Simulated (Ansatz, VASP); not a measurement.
**One calculation of MnS, two programs**

Contents of INCAR:

```
  PREC = Accurate
  ENCUT = 520
  EDIFF = 1E-7
  ISMEAR = -1
  SIGMA = 0.05
  LREAL = False
  LASPH = True
  NELM = 150
  ALGO = Normal
  ISIF = 2
  LWAVE = False
  LCHARG = True
  ISPIN = 2
  MAGMOM = 4 -2 0 0
  LORBIT = 11
  LMAXMIX = 4
  GGA = PS
  LELF = True
  LVHAR = True
  NBANDS = 31
```

Contents of KPOINTS:

```
Automatic mesh
0
Gamma
  8 8 4
```

Contents of POSCAR:

```
MnS
1.0
    3.9535769233      0.0000000000      0.0000000000
   -1.9767884617      3.4238980514      0.0000000000
    0.0000000000      0.0000000000      6.3425288600
Mn S
2 2
Direct
    0.6666666667      0.3333333333      0.4988446700
    0.3333333333      0.6666666667      0.9988446700
    0.3333333333      0.6666666667      0.6261543000
    0.6666666667      0.3333333333      0.1261543000
```

Contents of input.yaml:

```yaml
crystal:
  lattice:
    - [3.9535769233, 0.0, 0.0]
    - [-1.9767884617, 3.4238980514, 0.0]
    - [0.0, 0.0, 6.34252886]
  atoms:
    - { symbol: Mn, position: [0.6666666667, 0.3333333333, 0.49884467], spin: 4.0 }
    - { symbol: Mn, position: [0.3333333333, 0.6666666667, 0.99884467], spin: -2.0 }
    - { symbol: S, position: [0.3333333333, 0.6666666667, 0.6261543] }
    - { symbol: S, position: [0.6666666667, 0.3333333333, 0.1261543] }
hamiltonian:
  xc: pbesol
  pseudopotentials: { kind: paw }
magnetization:
  spin_polarized: true
kpoints:
  mp_grid: { grid: [8, 8, 4] }
scf:
  occupations: { method: fermi_dirac, width: 0.05 }
output:
  forces: true
  stress: true
  eigenvalues: true
  write_density: true
  write_potential: true
  elf: true
  volumetric_format: npy
```

Alike in both runs: task single point; functional PBEsol; k mesh 8 × 8 × 4; occupations fermi-dirac, width 0.05 eV; collinear spin.

|  | VASP | Ansatz |
| --- | --- | --- |
| version | VASP 6.6.1 | Ansatz 0.2.0 |
| potentials or method | VASP PAW PBE potentials, release 64 (Mn_pv, S) | Ansatz PAW |
| plane-wave cutoff (eV) | 520 | 420 |
| valence electrons in the cell | 38 | 42 |

|  | VASP | Ansatz | Ansatz less VASP |
| --- | --- | --- | --- |
| gap on the k mesh at the Fermi level (eV) | 0.77 | 0.77 | +0.001 |
| least direct gap on the mesh (eV) | 1.44 | 1.44 | +0.005 |
| pressure (GPa) | -3.6 | -3.7 | -0.11 |
| traceless stress, the component that is largest in VASP (GPa) | -1.25 | -1.25 | -0.003 |
| rms of the force components (eV/Å) | 0.106 | 0.106 | +0.0008 |
| net moment per atom (μB) | 0.00 | 0.00 | 0.000 |
| size of the moment on the site where the two differ most (μB) | 4.13 | 3.94 | -0.194 |

VASP's potentials were made for PBE, not for PBEsol. Site moments also hang on the region over which each program counts them. Atom by atom the forces differ by 0.001 eV/Å (rms over components). VASP's potentials hold 38 valence electrons a cell and Ansatz's 42, so a difference there can come from the potentials and not from the codes.
